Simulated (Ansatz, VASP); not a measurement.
# One calculation of Zn3In4O, two programs

Contents of INCAR:

```
PREC     = Accurate       # precision mode
ENCUT    = 600            # plane-wave cutoff, eV
EDIFF    = 1E-6           # SCF threshold, eV
ISMEAR   = 0              # smearing method
SIGMA    = 0.2            # smearing width, eV
LREAL    = F              # projectors in reciprocal space
LASPH    = T              # aspherical terms in the spheres
NELM     = 60             # most SCF steps
ALGO     = Normal         # electronic algorithm
ISIF     = 3              # what is computed and relaxed
LWAVE    = F              # write WAVECAR
LCHARG   = F              # write CHGCAR
GGA      = PE             # functional
IBRION   = 2              # ionic algorithm
NSW      = 36             # ionic steps
EDIFFG   = -0.08          # ionic threshold
```

KPOINTS

```
Automatic mesh
0
Gamma
  4 4 4
```

File POSCAR:

```
Zn3In4O
1.0
   -3.2162873500      3.2162873500      4.3693899100
    3.2162873500     -3.2162873500      4.3693899100
    3.2162873500      3.2162873500     -4.3693899100
Zn In O
3 4 1
Direct
    0.7500000000      0.2500000000      0.5000000000
    0.2500000000      0.7500000000      0.5000000000
    0.0000000000      0.0000000000      0.0000000000
    0.0000000000      0.3043434800      0.3043434800
    0.0000000000      0.6956565200      0.6956565200
    0.3043434800      0.0000000000      0.3043434800
    0.6956565200      0.0000000000      0.6956565200
    0.5000000000      0.5000000000      0.0000000000
```

Input for Ansatz:

```yaml
crystal:
  lattice:
    - [-3.21628735, 3.21628735, 4.36938991]
    - [3.21628735, -3.21628735, 4.36938991]
    - [3.21628735, 3.21628735, -4.36938991]
  atoms:
    - { symbol: Zn, position: [0.75, 0.25, 0.5] }
    - { symbol: Zn, position: [0.25, 0.75, 0.5] }
    - { symbol: Zn, position: [0.0, 0.0, 0.0] }
    - { symbol: In, position: [0.0, 0.30434348, 0.30434348] }
    - { symbol: In, position: [0.0, 0.69565652, 0.69565652] }
    - { symbol: In, position: [0.30434348, 0.0, 0.30434348] }
    - { symbol: In, position: [0.69565652, 0.0, 0.69565652] }
    - { symbol: O, position: [0.5, 0.5, 0.0] }
basis:
  ecutwfc: 420
kpoints:
  mp_grid: { grid: [4, 4, 4] }
hamiltonian:
  xc: pbe
scf:
  occupations: { method: gaussian, width: 0.2 }
  lower_state_search: "off"
output:
  forces: true
  stress: true
  eigenvalues: true
relax:
  adjacent_minimum: "off"
  f_tol: 0.08
  max_steps: 16
  cell: { stress_tol: 0.8 }
```

Alike in both runs: task relaxation of cell and atoms; functional PBE; k mesh 4 × 4 × 4; occupations gaussian, width 0.2 eV; no spin polarisation.

|  | VASP | Ansatz |
| --- | --- | --- |
| version | VASP 6.6.1 | Ansatz 0.2.0 |
| potentials or method | VASP PAW PBE potentials, release 64 (Zn, In_d, O), cutoff 600 eV | scalar-relativistic, plane waves, PAW |
| valence electrons in the cell | 94 | 94 |

Ansatz gave:

```
gap on the k mesh at the Fermi level, each at its own relaxed structure (eV) : none
relaxed volume (Å³/atom)                                                     : 37.83
relaxed cell length with the largest relative difference (Å)                 : 7.367
```

What did VASP give for the same quantities?

gap on the k mesh at the Fermi level, each at its own relaxed structure (eV): none; relaxed volume (Å³/atom): 36.96; relaxed cell length with the largest relative difference (Å): 7.324.

A gap of «none» marks a metal or a gap that the smearing closes.

Noted on VASP's run: the volume moved by over 15 % at a fixed basis, so the end points are rough.
